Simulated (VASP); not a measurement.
# CrCd7Te8: single point with PBEsol

CrCd7Te8:

```
CELL_PARAMETERS angstrom
0.00000 6.48000 6.48000
6.48000 0.00000 6.48000
6.48000 6.48000 0.00000
ATOMIC_POSITIONS crystal
Cr 0.00000 0.00000 0.00000
Cd 0.00165 0.00165 0.49835
Cd 0.00165 0.49835 0.00165
Cd 0.00165 0.49835 0.49835
Cd 0.49835 0.00165 0.00165
Cd 0.49835 0.00165 0.49835
Cd 0.49835 0.49835 0.00165
Cd 0.50000 0.50000 0.50000
Te 0.12222 0.12222 0.12222
Te 0.12222 0.12222 0.63333
Te 0.12222 0.63333 0.12222
Te 0.12474 0.62509 0.62509
Te 0.63333 0.12222 0.12222
Te 0.62509 0.12474 0.62509
Te 0.62509 0.62509 0.12474
Te 0.62509 0.62509 0.62509
```

- Program: VASP 6.6.1
- Task: single point
- Functional: PBEsol
- Potentials or basis: VASP PAW PBE potentials, release 64 (Cr_pv, Cd, Te)
- Cutoff: 520 eV
- k mesh: 2 × 2 × 2
- Occupations: gaussian, width 0.05 eV
- Spin: collinear spin
- Starting moments: [3.97, 0.01, 0.01, 0.01, 0.01, 0.01, 0.01, 0.0, -0.05, -0.05, -0.05, 0.0, -0.05, 0.0, 0.0, 0.0] μB

```
Pressure                                              : -0.3 GPa
Largest force                                         : 0.321 eV/Å
Band gap on the k mesh                                : zero (filled and empty bands overlap)
Net moment                                            : 4.00 μB per cell
Site moments                                          : Cr +3.67; Cd +0.01, -0.00 (each value once); Te -0.05, -0.00 (each value once) μB
Valence electrons inside the program's atomic spheres : Cr 10.51; Cd 10.31, 10.32 (each value once); Te 3.42
```

Forces in eV/Å, atoms in the order of the input:
```
Cr   0.000  0.000  0.000
Cd   0.000  0.000 -0.032
Cd   0.000 -0.032  0.000
Cd   0.032  0.000  0.000
Cd  -0.032  0.000  0.000
Cd   0.000  0.032  0.000
Cd   0.000  0.000  0.032
Cd   0.000  0.000  0.000
Te  -0.185 -0.185 -0.185
Te   0.185  0.185 -0.185
Te   0.185 -0.185  0.185
Te   0.010 -0.010 -0.010
Te  -0.185  0.185  0.185
Te  -0.010  0.010 -0.010
Te  -0.010 -0.010  0.010
Te   0.010  0.010  0.010
```

Levels at points of the mesh, in eV from the Fermi level:
Spin up:
| k point | band 71 | band 72 | band 73 | band 74 | band 75 | band 76 |
| --- | --- | --- | --- | --- | --- | --- |
| (0.00, 0.00, 0.00) | -0.80 | -0.80 | 0.19 | 0.21 | 0.21 | 0.21 |
| (0.50, 0.00, 0.00) | -0.78 | -0.78 | -0.69 | 0.01 | 0.01 | 1.37 |
| (0.50, 0.50, 0.00) | -1.08 | -0.70 | -0.66 | -0.21 | -0.21 | 2.36 |
Spin down:
| k point | band 66 | band 67 | band 68 | band 69 | band 70 | band 71 | band 72 | band 73 | band 74 | band 75 |
| --- | --- | --- | --- | --- | --- | --- | --- | --- | --- | --- |
| (0.00, 0.00, 0.00) | -1.36 | -1.36 | -0.74 | -0.74 | -0.74 | 0.24 | 1.14 | 1.14 | 1.14 | 1.35 |
| (0.50, 0.00, 0.00) | -1.92 | -1.28 | -1.28 | -0.99 | -0.99 | 1.31 | 1.53 | 1.62 | 1.62 | 1.84 |
| (0.50, 0.50, 0.00) | -1.63 | -1.50 | -1.43 | -1.43 | -1.34 | 1.63 | 1.68 | 2.12 | 2.12 | 2.24 |

Wall time 15 min on 1 thread of Intel(R) Xeon(R) Platinum 8259CL CPU @ 2.50GHz (Skylake/Cascade Lake), with other jobs on the host, peak memory 1.1 GiB.

Caveat: the k points lie up to 0.42 Å⁻¹ apart; the PAW data sets were made with another functional, which shifts forces and pressure a little; spin-orbit coupling is left out, which moves the levels of the heavy elements; a cell with one magnetic atom can't hold antiferromagnetic order, which such compounds often take.
